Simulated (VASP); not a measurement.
Wanted: the native input for a VASP 6.6.1 run.

- Task: single point
- Functional: BLYP
- Potentials or basis: VASP PAW PBE potentials, release 64 (Mo_sv)
- Cutoff: 520 eV
- k mesh: 13 × 13 × 13
- Occupations: fermi-dirac, width 0.1 eV
- Spin: no spin polarisation
- Dipole correction: no
- Further INCAR settings: ALGO = Normal; EDIFF = 1e-07; NBANDS = 13

The structure of Mo lies in POSCAR:

```
Mo
1.0
    2.6070032383      0.0000000000      0.0000000000
    0.0000000000      2.6070032383      0.0000000000
    0.0000000000      0.0000000000      2.6070032383
Mo
1
Direct
    0.0000000000      0.0000000000      0.0000000000
```

This cell differs from its parent crystal: volume scaled by 0.96.

The input as run:

INCAR

```
SYSTEM = Mo
PREC     = Accurate       ! precision mode
ENCUT    = 520            ! plane-wave cutoff, eV
EDIFF    = 1E-7           ! SCF threshold, eV
ISMEAR   = -1             ! smearing method
SIGMA    = 0.1            ! smearing width, eV
LREAL    = .False.        ! projectors in reciprocal space
LASPH    = .True.         ! aspherical terms in the spheres
NELM     = 60             ! most SCF steps
ALGO     = Normal         ! electronic algorithm
ISIF     = 2              ! what is computed and relaxed
LWAVE    = .False.        ! write WAVECAR
LCHARG   = .True.         ! write CHGCAR
GGA      = B5             ! functional
ALDAX    = 1.0          
AGGAX    = 1.0          
AGGAC    = 1.0          
ALDAC    = 0.0          
LELF     = .True.         ! ELF
LVHAR    = .True.       
NBANDS   = 13             ! bands
```

KPOINTS

```
Automatic mesh
0
Gamma
  13 13 13
  0 0 0
```

Potentials or basis: VASP PAW PBE potentials, release 64 (Mo_sv).

Launch:

```bash
$ cat potpaw_PBE.64/Mo_sv/POTCAR > POTCAR
$ mpirun -np 1 vasp_std > vasp.out
```

It gave:

```
Pressure               : 7.5 GPa
Band gap on the k mesh : zero (band 7 reaches 12.49 eV, above the bottom of band 8 at 10.52 eV)
```

Caveat: the PAW data sets were made with another functional, which shifts forces and pressure a little.

Run time: 9.7 s on 1 thread of Intel(R) Xeon(R) Platinum 8559C (Emerald Rapids) (shared host), peak memory 0.13 GiB.
